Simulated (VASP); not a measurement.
Wanted: the native input for a VASP 6.6.1 run.

```
Task                               : single point
Functional                         : HSE06
Potentials or basis                : VASP PAW PBE potentials, release 64 (Cd, H)
Cutoff                             : 400 eV
k mesh                             : 4 × 4 × 4
Occupations                        : fermi-dirac, width 0.02 eV
Spin                               : collinear spin
Starting moments                   : [0.667, 0.667, 0.667] μB
Dipole correction                  : no
Grid for exact exchange (PRECFOCK) : Normal
Further INCAR settings             : ALGO = Normal; EDIFF = 1e-06; NBANDS = 18
Share of exact exchange            : 0.25
Screening parameter                : 0.2079 1/Å
```

CdH2:

```
Cd H
1.0
     0.00000    2.52717    2.52717
     2.52717    0.00000    2.52717
     2.52717    2.52717    0.00000
Cd H
1 2
Direct
  0.00000 0.00000 0.00000
  0.25000 0.25000 0.25000
  0.75000 0.75000 0.75000
```

These files were run (other wordings do the same):

POSCAR

```
CdH2
1.0
    0.0000000000      2.5271675575      2.5271675575
    2.5271675575      0.0000000000      2.5271675575
    2.5271675575      2.5271675575      0.0000000000
Cd H
1 2
Direct
    0.0000000000      0.0000000000      0.0000000000
    0.2500000000      0.2500000000      0.2500000000
    0.7500000000      0.7500000000      0.7500000000
```

INCAR.step1

```
SYSTEM = CdH2
  PREC = Accurate
  ENCUT = 400
  EDIFF = 1E-5
  ISMEAR = -1
  SIGMA = 0.02
  LREAL = .False.
  LASPH = .True.
  NELM = 200
  ALGO = Normal
  ISIF = 2
  LWAVE = .True.
  ISPIN = 2
  MAGMOM = 0.667 0.667 0.667
  LORBIT = 11
  GGA = PE
  NBANDS = 18
  GGA_COMPAT = .False.
```

INCAR.step2

```
SYSTEM = CdH2
  PREC = Accurate
  ENCUT = 400
  EDIFF = 1E-6
  ISMEAR = -1
  SIGMA = 0.02
  LREAL = .False.
  LASPH = .True.
  NELM = 200
  ALGO = Normal
  ISIF = 2
  LWAVE = .False.
  LCHARG = .True.
  ISPIN = 2
  MAGMOM = 0.667 0.667 0.667
  LORBIT = 11
  GGA = PE
  LHFCALC = .True.
  HFSCREEN = 0.2079
  PRECFOCK = Normal
  LELF = .True.
  LVHAR = .True.
  ISTART = 1
  NBANDS = 18
  GGA_COMPAT = .False.
```

KPOINTS

```
regular mesh
0
Gamma
  4 4 4
  0 0 0
```

Potentials or basis: VASP PAW PBE potentials, release 64 (Cd, H).

Run with:

```sh
$ cat potpaw_PBE.64/Cd/POTCAR potpaw_PBE.64/H/POTCAR > POTCAR
$ cp INCAR.step1 INCAR
$ mpirun -np 1 vasp_std > vasp.out
$ cp INCAR.step2 INCAR
$ mpirun -np 1 vasp_std > vasp.out
```

It gave:

```json
{
  "Pressure": "-0.3 GPa",
  "Net moment": "-0.09 μB per cell",
  "Site moments": "Cd +0.04; H -0.05 μB",
  "Valence electrons inside the program's atomic spheres": "Cd 10.24; H 0.51"
}
```

Caveat: the k points lie up to 0.54 Å⁻¹ apart; the PAW data sets were made with another functional, which shifts forces and pressure a little.

Wall time 17 min on 1 thread of AMD EPYC 7R43 64-Core Processor (Zen 3), with other jobs on the host, peak memory 0.21 GiB.
